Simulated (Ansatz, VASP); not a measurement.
# Two plane-wave programs on P

INCAR

```
SYSTEM = P
PREC     = Accurate       ! precision mode
ENCUT    = 520            ! plane-wave cutoff, eV
EDIFF    = 1E-7           ! SCF threshold, eV
ISMEAR   = -1             ! smearing method
SIGMA    = 0.1            ! smearing width, eV
LREAL    = .False.        ! projectors in reciprocal space
LASPH    = .True.         ! aspherical terms in the spheres
NELM     = 80             ! most SCF steps
ALGO     = Normal         ! electronic algorithm
ISIF     = 2              ! what is computed and relaxed
LWAVE    = .False.        ! write WAVECAR
LCHARG   = .False.        ! write CHGCAR
GGA      = PS             ! functional
NBANDS   = 12             ! bands
```

The input KPOINTS:

```
regular mesh
0
Gamma
  17 17 17
  0 0 0
```

The input POSCAR:

```
P
1.0
    0.0000000000      2.6869937657      2.6869937657
    2.6869937657      0.0000000000      2.6869937657
    2.6869937657      2.6869937657      0.0000000000
P
2
Direct
    0.1250000000      0.1250000000      0.1250000000
    0.8750000000      0.8750000000      0.8750000000
```

Input for Ansatz:

```yaml
crystal:
  lattice:
    - [0.0, 2.6869937657, 2.6869937657]
    - [2.6869937657, 0.0, 2.6869937657]
    - [2.6869937657, 2.6869937657, 0.0]
  atoms:
    - { symbol: P, position: [0.125, 0.125, 0.125] }
    - { symbol: P, position: [0.875, 0.875, 0.875] }
hamiltonian:
  xc: pbesol
  pseudopotentials:
    kind: paw
    azcp:
      P: "pseudopotentials/P.paw.azcp"
basis:
  ecutwfc: 420
  fft_grid_basis: typed
kpoints:
  mp_grid: { grid: [17, 17, 17], shift: [0, 0, 0] }
magnetization:
  spin_polarized: false
scf:
  occupations: { method: fermi_dirac, width: 0.1 }
output:
  stress: true
```

Alike in both runs: task single point; functional PBEsol; k mesh 17 × 17 × 17; occupations fermi-dirac, width 0.1 eV; no spin polarisation.

```csv
,VASP,Ansatz
version,VASP 6.6.1,Ansatz 0.2.0
potentials or method,"VASP PAW PBE potentials, release 64 (P), cutoff 520 eV","plane waves (420 eV) with PAW, scalar-relativistic"
valence electrons in the cell,10,10
```

|  | VASP | Ansatz | Ansatz less VASP |
| --- | --- | --- | --- |
| pressure (GPa) | 0.2 | 0.1 | -0.10 |

VASP's potentials were made for PBE, not for PBEsol, and Ansatz warns of the same on its side.
